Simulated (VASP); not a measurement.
Input of a VASP 6.6.1 run:

INCAR

```
SYSTEM = SnTe
PREC     = Accurate       ! precision mode
ENCUT    = 500            ! plane-wave cutoff, eV
EDIFF    = 1E-7           ! SCF threshold, eV
ISMEAR   = -1             ! smearing method
SIGMA    = 0.05           ! smearing width, eV
LREAL    = .False.        ! projectors in reciprocal space
LASPH    = .True.         ! aspherical terms in the spheres
NELM     = 120            ! most SCF steps
ALGO     = Normal         ! electronic algorithm
ISIF     = 3              ! what is computed and relaxed
LWAVE    = .False.        ! write WAVECAR
LCHARG   = .False.        ! write CHGCAR
GGA      = PS             ! functional
IVDW     = 12             ! dispersion correction
IBRION   = 2              ! ionic algorithm
NSW      = 80             ! ionic steps
EDIFFG   = -0.01          ! ionic threshold
GGA_COMPAT= .False.      
NELMIN   = 4
```

Contents of KPOINTS:

```
Automatic mesh
0
Gamma
  4 4 4
  0 0 0
```

Contents of POSCAR:

```
SnTe
1.0
    5.1069320000      0.0000000000      0.0000000000
    2.5534660000      4.4227328474      0.0000000000
    2.5534660000      1.4742442825      4.1697925170
Sn Te
1 1
Direct
    0.0000000000      0.0000000000      0.0000000000
    0.7500000000      0.7500000000      0.7500000000
```

Potentials or basis: VASP PAW PBE potentials, release 64 (Sn_d, Te).

Launch:

```bash
$ cat potpaw_PBE.64/Sn_d/POTCAR potpaw_PBE.64/Te/POTCAR > POTCAR
$ mpirun -np 1 vasp_std > vasp.out
```

Task: What does it give for the dispersion energy per atom?

Result: -0.304 eV.

Task: Predict the space group after relaxing (to 0.05 Å).

Result: F-43m (No. 216).

Task: What does it give for the relaxed volume?

Result: 42.38 Å³/atom.

Task: What does it give for the relaxed cell?

Result: a = 4.931 Å, b = 4.931 Å, c = 4.931 Å, α = 60.00°, β = 60.00°, γ = 60.00°.

Final structure:
```
Sn Te
1.0
     4.93055    0.00000    0.00000
     2.46528    4.26998    0.00000
     2.46528    1.42333    4.02578
Sn Te
1 1
Direct
  0.00000 0.00000 0.00000
  0.75000 0.75000 0.75000
```

Caveat: the k points lie up to 0.39 Å⁻¹ apart in the final cell; the PAW data sets were made with another functional, which shifts forces and pressure a little; pairwise dispersion overbinds metals, which lowers pressure and volume.
